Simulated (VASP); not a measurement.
# RhC2 (Fm-3m) in VASP: further runs

The runs below take RhC2 through single point, with PBEsol.

Program: VASP 6.6.1. These are calculated values, not measurements. Logs are shortened: lines on timing, memory, paths and dates and some standing lists are left out, and cuts for length are marked.

## Step 1: The cell of the first run

The structure is cubic, space group Fm-3m (No. 225). The conventional cell has a = 4.850 Å, b = 4.850 Å, c = 4.850 Å, α = 90.00°, β = 90.00°, γ = 90.00°. Rh (site symmetry m-3m) has 8 C at 2.10 Å within 2.8 Å. Within 2.8 Å of C (site symmetry -43m) lie 4 Rh at 2.10 Å and 6 C at 2.42 Å.

## Step 2: Single point, PBEsol (9.51 Å³/atom)

INCAR reads:

```
PREC = Accurate ; ENCUT = 520
EDIFF = 1E-7 ; ISMEAR = 0
SIGMA = 0.05 ; LREAL = False
LASPH = True ; NELM = 60
ALGO = Normal ; ISIF = 2
LWAVE = False ; LCHARG = True
GGA = PS ; LELF = True
LVHAR = True ; NBANDS = 18
```

KPOINTS reads:

```
Automatic mesh
0
Gamma
  12 12 12
```

POSCAR reads:

```
RhC2
1.0
    0.0000000000      2.4248645950      2.4248645950
    2.4248645950      0.0000000000      2.4248645950
    2.4248645950      2.4248645950      0.0000000000
Rh C
1 2
Direct
    0.0000000000      0.0000000000      0.0000000000
    0.2500000000      0.2500000000      0.2500000000
    0.7500000000      0.7500000000      0.7500000000
```

Potentials or basis: VASP PAW PBE potentials, release 64 (Rh_pv, C).

Started as:

```console
> cat potpaw_PBE.64/Rh_pv/POTCAR potpaw_PBE.64/C/POTCAR > POTCAR
> mpirun -np 1 vasp_std > vasp.out
```

OUTCAR:

```text
PREC = Accurate
   ENCUT = 520
   EDIFF = 1E-7
   ISMEAR = 0
   LREAL = False
   LASPH = True
   NELM = 60
   ISIF = 2
   GGA = PS

 ion  position               nearest neighbor table
   1  0.000  0.000  0.000-   3 2.10   3 2.10   3 2.10   2 2.10   3 2.10   2 2.10   2 2.10   2 2.10

   2  0.250  0.250  0.250-   1 2.10   1 2.10   1 2.10   1 2.10
   3  0.750  0.750  0.750-   1 2.10   1 2.10   1 2.10   1 2.10

  LATTYP: Found a face centered cubic cell.
 ALAT       =     4.8497291900

  Lattice vectors:

 A1 = (   0.0000000000,   2.4248645950,   2.4248645950)
 A2 = (   2.4248645950,   0.0000000000,   2.4248645950)
 A3 = (   2.4248645950,   2.4248645950,   0.0000000000)

Analysis of symmetry for initial positions (statically):
=====================================================================
 Subroutine PRICEL returns:
 Original cell was already a primitive cell.

 Routine SETGRP: Setting up the symmetry group for a
 face centered cubic supercell.

 Subroutine GETGRP returns: Found 48 space group operations
 (whereof 48 operations were pure point group operations)
 out of a pool of 48 trial point group operations.

The static configuration has the point symmetry O_h .

Analysis of symmetry for dynamics (positions and initial velocities):
=====================================================================
 Subroutine PRICEL returns:
 Original cell was already a primitive cell.

 Routine SETGRP: Setting up the symmetry group for a
 face centered cubic supercell.

 Subroutine GETGRP returns: Found 48 space group operations
 (whereof 48 operations were pure point group operations)
 out of a pool of 48 trial point group operations.

The dynamic configuration has the point symmetry O_h .

 Subroutine INISYM returns: Found 48 space group operations
 (whereof 48 operations are pure point group operations),
 and found     1 'primitive' translations

----------------------------------------------------------------------------------------

                                     Primitive cell

  volume of cell :      28.5163

  direct lattice vectors                    reciprocal lattice vectors
     0.000000000  2.424864595  2.424864595    -0.206197080  0.206197080  0.206197080
     2.424864595  0.000000000  2.424864595     0.206197080 -0.206197080  0.206197080
     2.424864595  2.424864595  0.000000000     0.206197080  0.206197080 -0.206197080

  length of vectors
     3.429276397  3.429276397  3.429276397     0.357143820  0.357143820  0.357143820

  position of ions in fractional coordinates (direct lattice)
     0.000000000  0.000000000  0.000000000
     0.250000000  0.250000000  0.250000000
     0.750000000  0.750000000  0.750000000

  ion indices of the primitive-cell ions
   primitive index   ion index
                 1           1
                 2           2
                 3           3

----------------------------------------------------------------------------------------

 KPOINTS: Automatic mesh

Automatic generation of k-mesh.
 Grid dimensions read from file:
 generate k-points for:   12   12   12

 Generating k-lattice:

  Cartesian coordinates                     Fractional coordinates (reciprocal lattice)
    -0.017183090  0.017183090  0.017183090     0.083333333  0.000000000  0.000000000
     0.017183090 -0.017183090  0.017183090     0.000000000  0.083333333  0.000000000
     0.017183090  0.017183090 -0.017183090     0.000000000  0.000000000  0.083333333

  Length of vectors
     0.029761985  0.029761985  0.029761985

  Shift w.r.t. Gamma in fractional coordinates (k-lattice)
     0.000000000  0.000000000  0.000000000

 Subroutine IBZKPT returns following result:
 ===========================================

 Found     72 irreducible k-points:

 Following reciprocal coordinates:
            Coordinates               Weight
  0.000000  0.000000  0.000000      1.000000
  0.083333  0.000000  0.000000      8.000000
  0.166667  0.000000  0.000000      8.000000
  0.250000  0.000000  0.000000      8.000000
  0.333333  0.000000  0.000000      8.000000
  0.416667  0.000000  0.000000      8.000000
[... 16 lines left out ...]
  0.500000  0.166667  0.000000     24.000000
 -0.416667  0.166667  0.000000     24.000000
 [... further k-points ...]
   k-points           NKPTS =     72   k-points in BZ     NKDIM =     72   number of bands    NBANDS=     18
   number of dos      NEDOS =    301   number of ions     NIONS =      3
   total plane-waves  NPLWV =  21952
   dimension x,y,z NGX =    28 NGY =   28 NGZ =   28
   dimension x,y,z NGXF=    56 NGYF=   56 NGZF=   56
   ions per type =               1   2
   NGX,Y,Z   is equivalent  to a cutoff of  13.57, 13.57, 13.57 a.u.
   NGXF,Y,Z  is equivalent  to a cutoff of  27.15, 27.15, 27.15 a.u.
 SYSTEM =  unknown system
   PREC   = accura    normal or accurate (medium, high low for compatibility)
   ISTART =      0    job   : 0-new  1-cont  2-samecut
   ICHARG =      2    charge: 1-file 2-atom 10-const
   ISPIN  =      1    spin polarized calculation?
   LNONCOLLINEAR =      F non collinear calculations
   LSORBIT =      F    spin-orbit coupling
   LASPH  =      T    aspherical Exc in radial PAW
   ENCUT  =  520.0 eV  38.22 Ry    6.18 a.u.   6.38  6.38  6.38*2*pi/ulx,y,z
   NELM   =     60;   NELMIN=  2; NELMDL= -5     # of ELM steps
   EDIFF  = 0.1E-06   stopping-criterion for ELM
   LREAL  =      F    real-space projection
   EDIFFG = 0.1E-05   stopping-criterion for IOM
   NSW    =      0    number of steps for IOM
   IBRION =     -1    ionic relax: 0-MD 1-quasi-New 2-CG
   NFREE  =      0    steps in history (QN), initial steepest desc. (CG)
   ISIF   =      2    stress and relaxation
   ISYM   =      2    0-nonsym 1-usesym 2-fastsym
   POTIM  = 0.5000    time-step for ionic-motion
   TEBEG  =    0.0;   TEEND  =   0.0 temperature during run
   PSTRESS=    0.0 pullay stress
   NELECT =      23.0000    total number of electrons
   NUPDOWN=      -1.0000    fix difference up-down
   EMIN   =  10.00;   EMAX   =-10.00  energy-range for DOS
   EFERMI =   0.00;   METHOD = LEGACY
   ISMEAR =     0;   SIGMA  =   0.05  broadening in eV -4-tet -1-fermi 0-gaus
   EFERMI_NEDOS =   21; number of points for ismear=-14 and -15
   IALGO  =     38    algorithm
   IMIX   =      4    mixing-type and parameters
     AMIX     =   0.40;   BMIX     =  1.00
     AMIX_MAG =   1.60;   BMIX_MAG =  1.00
  volume/ion in A,a.u.               =       9.51        64.15
  Fermi-wavevector in a.u.,A,eV,Ry     =   1.523889  2.879732 31.595955  2.322237
  Thomas-Fermi vector in A             =   2.632271
   LORBIT       =      0    0 simple, 1 ext, 2 COOP (PROOUT), +10 PAW based schemes
   GGA     = PS    functional components
   LHFCALC =     F    Hartree Fock is set to
   AEXX    =    0.0000 exact exchange contribution
   IVDW    =     0    specifies the selected vdW correction
   LEPSILON=     F    determine dielectric tensor
   LRPA    =     F    only Hartree local field effects (RPA)
 non-spin polarized calculation
 Gauss-broadening in eV      SIGMA  =   0.05
  energy-cutoff  :      520.00
  volume of cell :       28.52
 maximum number of plane-waves:       781
 NGX is ok and might be reduce to    28
   NGX = 13   NGY = 13   NGZ = 13

 number of electron      23.0000003 magnetization

 Free energy of the ion-electron system (eV)
  ---------------------------------------------------
  ext. energy  EPLUGINS =         0.00000000
  ---------------------------------------------------
  free energy    TOTEN  =       -21.87904545 eV

  energy without entropy =      -21.87629264  energy(sigma->0) =      -21.87766904

 E-fermi :   9.1716     XC(G=0): -13.1322

 val. band max:        9.1675187277   @ k =   0.4167   0.1667   0.0833
 cond. band min:       9.1919797389   @ k =  -0.4167   0.3333   0.1667
 fundamental gap:      0.0244610112
 Fermi energy:         9.1716052889

 k-point     1 :       0.0000    0.0000    0.0000
  band No.  band energies     occupation
      1     -38.1192      2.00000
      2     -38.1192      2.00000
      3     -38.1192      2.00000
      4      -5.7780      2.00000
      5       1.9049      2.00000
      6       1.9049      2.00000
[... 10 lines left out ...]
     17      20.1677      0.00000
     18      20.1677      0.00000

 k-point     2 :       0.0833    0.0000    0.0000
  band No.  band energies     occupation
      1     -38.1241      2.00000
      2     -38.1200      2.00000
      3     -38.1200      2.00000
      4      -5.6565      2.00000
      5       1.3770      2.00000
      6       1.9779      2.00000
[... 10 lines left out ...]
     17      20.1967      0.00000
     18      20.4918      0.00000

 k-point     3 :       0.1667    0.0000    0.0000
  band No.  band energies     occupation
      1     -38.1373      2.00000
      2     -38.1222      2.00000
      3     -38.1222      2.00000
      4      -5.3043      2.00000
      5       0.5247      2.00000
      6       2.1779      2.00000
[... 10 lines left out ...]
     17      20.3994      0.00000
     18      21.3713      0.00000

 k-point     4 :       0.2500    0.0000    0.0000
  band No.  band energies     occupation
      1     -38.1552      2.00000
      2     -38.1251      2.00000
      3     -38.1251      2.00000
      4      -4.7605      2.00000
      5      -0.2506      2.00000
      6       2.4455      2.00000
[... 10 lines left out ...]
     17      20.5845      0.00000
     18      22.6555      0.00000

 k-point     5 :       0.3333    0.0000    0.0000
  band No.  band energies     occupation
      1     -38.1732      2.00000
      2     -38.1281      2.00000
      3     -38.1281      2.00000
      4      -4.1030      2.00000
      5      -0.8873      2.00000
      6       2.6866      2.00000
[... 10 lines left out ...]
     17      20.5570      0.00000
     18      24.2245      0.00000

 k-point     6 :       0.4167    0.0000    0.0000
  band No.  band energies     occupation
      1     -38.1862      2.00000
      2     -38.1302      2.00000
      3     -38.1302      2.00000
      4      -3.4793      2.00000
      5      -1.3708      2.00000
      6       2.8283      2.00000
[... 10 lines left out ...]
     17      20.3582      0.00000
     18      25.3012      0.00000

 k-point     7 :       0.5000    0.0000    0.0000
  band No.  band energies     occupation
      1     -38.1910      2.00000
      2     -38.1310      2.00000
      3     -38.1310      2.00000
      4      -3.1816      2.00000
      5      -1.5902      2.00000
      6       2.8699      2.00000
[... 10 lines left out ...]
     17      20.2363      0.00000
     18      25.3941      0.00000

 k-point     8 :       0.0833    0.0833    0.0000
  band No.  band energies     occupation
      1     -38.1240      2.00000
      2     -38.1211      2.00000
      3     -38.1211      2.00000
      4      -5.6156      2.00000
      5       1.2627      2.00000
      6       1.9923      2.00000
[... 10 lines left out ...]
     17      19.5613      0.00000
     18      20.9539      0.00000
[... 229 lines left out ...]
     17      18.7373      0.00000
     18      22.7053      0.00000

 k-point    20 :       0.2500    0.1667    0.0000
  band No.  band energies     occupation
      1     -38.1486      2.00000
      2     -38.1297      2.00000
      3     -38.1293      2.00000
      4      -4.7225      2.00000
      5      -0.2085      2.00000
      6       2.4860      2.00000
[... 10 lines left out ...]
     17      18.8165      0.00000
     18      23.4808      0.00000

 k-point    21 :       0.3333    0.1667    0.0000
  band No.  band energies     occupation
      1     -38.1634      2.00000
      2     -38.1330      2.00000
      3     -38.1328      2.00000
      4      -4.1391      2.00000
      5      -0.7355      2.00000
      6       2.6962      2.00000
[... 10 lines left out ...]
     17      19.3881      0.00000
     18      24.0071      0.00000

 k-point    22 :       0.4167    0.1667    0.0000
  band No.  band energies     occupation
      1     -38.1764      2.00000
      2     -38.1375      2.00000
      3     -38.1348      2.00000
      4      -3.4807      2.00000
      5      -1.1906      2.00000
      6       2.7159      2.00000
[... 10 lines left out ...]
     17      19.9514      0.00000
     18      24.1987      0.00000

 k-point    23 :       0.5000    0.1667    0.0000
  band No.  band energies     occupation
      1     -38.1842      2.00000
      2     -38.1415      2.00000
      3     -38.1351      2.00000
      4      -2.9277      2.00000
      5      -1.5327      2.00000
      6       2.6100      2.00000
[... 10 lines left out ...]
     17      20.3070      0.00000
     18      24.1181      0.00000

 k-point    24 :      -0.4167    0.1667    0.0000
  band No.  band energies     occupation
      1     -38.1848      2.00000
      2     -38.1439      2.00000
      3     -38.1338      2.00000
      4      -2.8364      2.00000
      5      -1.5884      2.00000
      6       2.5156      2.00000
[... 10 lines left out ...]
     17      20.5408      0.00000
     18      24.0949      0.00000

 [... further k-points ...]

------------------------ aborting loop because EDIFF is reached ----------------------------------------

  FORCE on cell =-STRESS in cart. coord.  units (eV):
  Direction    XX          YY          ZZ          XY          YZ          ZX
  --------------------------------------------------------------------------------------
  -------------------------------------------------------------------------------------
  Total        1.0068309      1.0068309      1.0068309     -0.0000000      0.0000000      0.0000000
  in kB       56.5684966     56.5684966     56.5684966     -0.0000000      0.0000000      0.0000000
  external PRESSURE =      56.5684966 kB  Pullay stress =       0.0000000 kB

 VOLUME and BASIS-vectors are now :
 -----------------------------------------------------------------------------
  energy-cutoff  :      520.00
  volume of cell :       28.52
      direct lattice vectors                 reciprocal lattice vectors
     0.000000000  2.424864595  2.424864595    -0.206197080  0.206197080  0.206197080
     2.424864595  0.000000000  2.424864595     0.206197080 -0.206197080  0.206197080
     2.424864595  2.424864595  0.000000000     0.206197080  0.206197080 -0.206197080

 POSITION                                       TOTAL-FORCE (eV/Angst)
 -----------------------------------------------------------------------------------
      0.00000      0.00000      0.00000        -0.000000      0.000000     -0.000000
      1.21243      1.21243      1.21243         0.000000      0.000000      0.000000
      3.63730      3.63730      3.63730        -0.000000     -0.000000     -0.000000
 -----------------------------------------------------------------------------------
    total drift:                               -0.000000     -0.000000      0.000000

  FREE ENERGIE OF THE ION-ELECTRON SYSTEM (eV)
  ---------------------------------------------------
  free  energy   TOTEN  =       -21.8790454516 eV

  energy  without entropy=      -21.8762926364  energy(sigma->0) =      -21.87766904
```

Wall time 24 s (1 thread of Intel Xeon 6975P-C (Granite Rapids), shared host); peak memory 0.18 GiB.

Results:

```yaml
Free_energy: -21.8790 eV
Pressure: 5.7 GPa
Band_gap_on_the_k_mesh: zero (an odd number of electrons rules out a gap without spin polarisation)
```

Caveat: the cell stands under pressure; the PAW data sets were made with another functional, which shifts forces and pressure a little.

(Continued in part 2 of 3.)
